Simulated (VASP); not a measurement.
# SiSe (F-43m) in VASP: further runs, part 3 of 3

VASP 6.6.1. The steps go on from the part before.

**5. Single point, r2SCAN**

This run uses another cell than the first one, of 28.52 Å³/atom, 1.245 times its volume.

Contents of POSCAR:

```
SiSe
1.0
    0.0000000000      3.0551396244      3.0551396244
    3.0551396244      0.0000000000      3.0551396244
    3.0551396244      3.0551396244      0.0000000000
Si Se
1 1
Direct
    0.0000000000      0.0000000000      0.0000000000
    0.2500000000      0.2500000000      0.2500000000
```

Contents of INCAR.step1:

```
SYSTEM = SiSe
ALGO     = Normal         ! electronic algorithm
EDIFF    = 1E-4           ! SCF threshold, eV
ENCUT    = 520            ! plane-wave cutoff, eV
GGA      = PE             ! functional
ISMEAR   = 0              ! smearing method
LASPH    = .True.         ! aspherical terms in the spheres
LCHARG   = .False.        ! write CHGCAR
LREAL    = .False.        ! projectors in reciprocal space
LWAVE    = .True.         ! write WAVECAR
NBANDS   = 12             ! bands
NELM     = 100            ! most SCF steps
PREC     = Accurate       ! precision mode
SIGMA    = 0.1            ! smearing width, eV
```

Contents of INCAR.step2:

```
SYSTEM = SiSe
ALGO     = Normal         ! electronic algorithm
EDIFF    = 1E-6           ! SCF threshold, eV
ENCUT    = 520            ! plane-wave cutoff, eV
ISIF     = 2              ! what is computed and relaxed
ISMEAR   = 0              ! smearing method
ISTART   = 1            
LASPH    = .True.         ! aspherical terms in the spheres
LCHARG   = .False.        ! write CHGCAR
LMIXTAU  = .True.       
LREAL    = .False.        ! projectors in reciprocal space
LWAVE    = .False.        ! write WAVECAR
METAGGA  = R2SCAN         ! meta-GGA
NBANDS   = 12             ! bands
NELM     = 100            ! most SCF steps
PREC     = Accurate       ! precision mode
SIGMA    = 0.1            ! smearing width, eV
```

Contents of KPOINTS:

```
k-points
0
Gamma
  16 16 16
  0 0 0
```

Potentials or basis: VASP PAW PBE potentials, release 64 (Si, Se).

Run with:

```bash
$ cat potpaw_PBE.64/Si/POTCAR potpaw_PBE.64/Se/POTCAR > POTCAR
$ cp INCAR.step1 INCAR
$ mpirun -np 1 vasp_std > vasp.out
$ cp INCAR.step2 INCAR
$ mpirun -np 1 vasp_std > vasp.out
```

OUTCAR:

```text
SYSTEM = SiSe
   EDIFF = 1E-6
   ENCUT = 520
   ISIF = 2
   ISMEAR = 0
   ISTART = 1
   LASPH = .True.
   LREAL = .False.
   METAGGA = R2SCAN
   NELM = 100
   PREC = Accurate

 ion  position               nearest neighbor table
   1  0.000  0.000  0.000-   2 2.65   2 2.65   2 2.65   2 2.65
   2  0.250  0.250  0.250-   1 2.65   1 2.65   1 2.65   1 2.65

  LATTYP: Found a face centered cubic cell.
 ALAT       =     6.1102792488

  Lattice vectors:

 A1 = (   0.0000000000,   3.0551396244,   3.0551396244)
 A2 = (   3.0551396244,   0.0000000000,   3.0551396244)
 A3 = (   3.0551396244,   3.0551396244,   0.0000000000)

Analysis of symmetry for initial positions (statically):
=====================================================================
 Subroutine PRICEL returns:
 Original cell was already a primitive cell.

 Routine SETGRP: Setting up the symmetry group for a
 face centered cubic supercell.

 Subroutine GETGRP returns: Found 24 space group operations
 (whereof 24 operations were pure point group operations)
 out of a pool of 48 trial point group operations.

The static configuration has the point symmetry T_d .

Analysis of symmetry for dynamics (positions and initial velocities):
=====================================================================
 Subroutine PRICEL returns:
 Original cell was already a primitive cell.

 Routine SETGRP: Setting up the symmetry group for a
 face centered cubic supercell.

 Subroutine GETGRP returns: Found 24 space group operations
 (whereof 24 operations were pure point group operations)
 out of a pool of 48 trial point group operations.

The dynamic configuration has the point symmetry T_d .

 Subroutine INISYM returns: Found 24 space group operations
 (whereof 24 operations are pure point group operations),
 and found     1 'primitive' translations

----------------------------------------------------------------------------------------

                                     Primitive cell

  volume of cell :      57.0326

[... 113 lines left out ...]
   METAGGA = R2SCAN    functional components
   LHFCALC =     F    Hartree Fock is set to
   AEXX    =    0.0000 exact exchange contribution
   IVDW    =     0    specifies the selected vdW correction
   LEPSILON=     F    determine dielectric tensor
   LRPA    =     F    only Hartree local field effects (RPA)
 non-spin polarized calculation
 Gauss-broadening in eV      SIGMA  =   0.10
  energy-cutoff  :      520.00
  volume of cell :       57.03
 maximum number of plane-waves:      1572
   NGX = 17   NGY = 17   NGZ = 17

 number of electron      10.0000001 magnetization

 Free energy of the ion-electron system (eV)
  ---------------------------------------------------
  ext. energy  EPLUGINS =         0.00000000
  ---------------------------------------------------
  free energy    TOTEN  =       -22.02103579 eV

  energy without entropy =      -22.01778562  energy(sigma->0) =      -22.01941070

 E-fermi :   3.3605     XC(G=0):  -8.7833

 val. band max:        3.2842682677   @ k =  -0.3125   0.4375   0.1250
 cond. band min:       3.3915958774   @ k =  -0.3750   0.3750   0.1875
 fundamental gap:      0.1073276098
 Fermi energy:         3.3605420076

 k-point     1 :       0.0000    0.0000    0.0000
  band No.  band energies     occupation
      1     -11.8134      2.00000
      2      -1.4794      2.00000
      3       0.1529      2.00000
      4       0.1529      2.00000
      5       0.1529      2.00000
      6       4.2922      0.00000
      7       4.2922      0.00000
      8       4.2922      0.00000
      9       8.9710      0.00000
     10      10.7338      0.00000
     11      10.7338      0.00000
     12      13.0938      0.00000
[... 331 lines left out ...]
 k-point    24 :      -0.0625    0.0625    0.0000
  band No.  band energies     occupation
      1     -11.7509      2.00000
      2      -2.1420      2.00000
      3      -0.0352      2.00000
      4       0.1141      2.00000
      5       0.6822      2.00000
      6       4.3062      0.00000
      7       4.3767      0.00000
      8       4.5907      0.00000
      9       9.3887      0.00000
     10      10.2360      0.00000
     11      10.5938      0.00000
     12      12.9780      0.00000

 [... further k-points ...]
[... 5 lines left out ...]
  --------------------------------------------------------------------------------------
  -------------------------------------------------------------------------------------
  Total       -0.0185082     -0.0185082     -0.0185082     -0.0000000      0.0000000      0.0000000
  in kB       -0.5199367     -0.5199367     -0.5199367     -0.0000000      0.0000000      0.0000000
  external PRESSURE =      -0.5199367 kB  Pullay stress =       0.0000000 kB

 VOLUME and BASIS-vectors are now :
 -----------------------------------------------------------------------------
  energy-cutoff  :      520.00
  volume of cell :       57.03
      direct lattice vectors                 reciprocal lattice vectors
     0.000000000  3.055139624  3.055139624    -0.163658641  0.163658641  0.163658641
     3.055139624  0.000000000  3.055139624     0.163658641 -0.163658641  0.163658641
     3.055139624  3.055139624  0.000000000     0.163658641  0.163658641 -0.163658641

 POSITION                                       TOTAL-FORCE (eV/Angst)
 -----------------------------------------------------------------------------------
      0.00000      0.00000      0.00000        -0.000000     -0.000000     -0.000000
      1.52757      1.52757      1.52757         0.000000      0.000000      0.000000
 -----------------------------------------------------------------------------------
    total drift:                                0.000001      0.000001      0.000001

  FREE ENERGIE OF THE ION-ELECTRON SYSTEM (eV)
  ---------------------------------------------------
  free  energy   TOTEN  =       -22.0210357914 eV

  energy  without entropy=      -22.0177856184  energy(sigma->0) =      -22.01941070
```

OUTCAR.step1:

```text
SYSTEM = SiSe
   EDIFF = 1E-4
   ENCUT = 520
   GGA = PE
   ISMEAR = 0
   LASPH = .True.
   LREAL = .False.
[... 580 lines left out ...]
      0.00000      0.00000      0.00000         0.000000      0.000000      0.000000
      1.52757      1.52757      1.52757        -0.000000     -0.000000     -0.000000
 -----------------------------------------------------------------------------------
    total drift:                                0.000000      0.000000      0.000000

  FREE ENERGIE OF THE ION-ELECTRON SYSTEM (eV)
  ---------------------------------------------------
  free  energy   TOTEN  =        -8.1239201525 eV

  energy  without entropy=       -8.1201548396  energy(sigma->0) =       -8.12203750
```

It took 2.3 min on 1 thread of Intel Xeon Platinum 8488C (Sapphire Rapids), shared host; peak memory 0.26 GiB.

What came out:

* Free energy: -22.0210 eV
* Pressure: -0.1 GPa
* Band gap on the k mesh: zero (band 5 reaches 3.85 eV, above the bottom of band 6 at 2.93 eV)

Caveat: the PAW data sets were made with another functional, which shifts forces and pressure a little.

**6. Overview**

| task | cell | k mesh | cutoff (eV) | gap on the mesh (eV) | pressure (GPa) |
| --- | --- | --- | --- | --- | --- |
| single point | a = 4.016 Å, angles 60.0°, 2 atoms | 6 × 6 × 6 | 520 | none | 11.7 |
| single point | a = 4.330 Å, angles 60.0°, 2 atoms | 6 × 6 × 6 | 520 | none | 0.0 |
| relaxation of cell and atoms | relaxed from a = 4.016 Å, angles 60.0°, 2 atoms | 6 × 6 × 6 | 600 | none | 0.0 |
| single point | a = 4.321 Å, angles 60.0°, 2 atoms | 16 × 16 × 16 | 520 | none | -0.1 |

Alike in all rows: level r2SCAN; potentials or basis VASP PAW PBE potentials, release 64 (Si, Se); no spin polarisation; smearing gaussian 0.1 eV.

Caveats: the PAW data sets were made with another functional, which shifts forces and pressure a little; the volume moved by over 15 % at a fixed basis, so the end points are rough (some runs).

Total energies depend on the potentials used, so only differences within one code and one set of settings carry meaning.
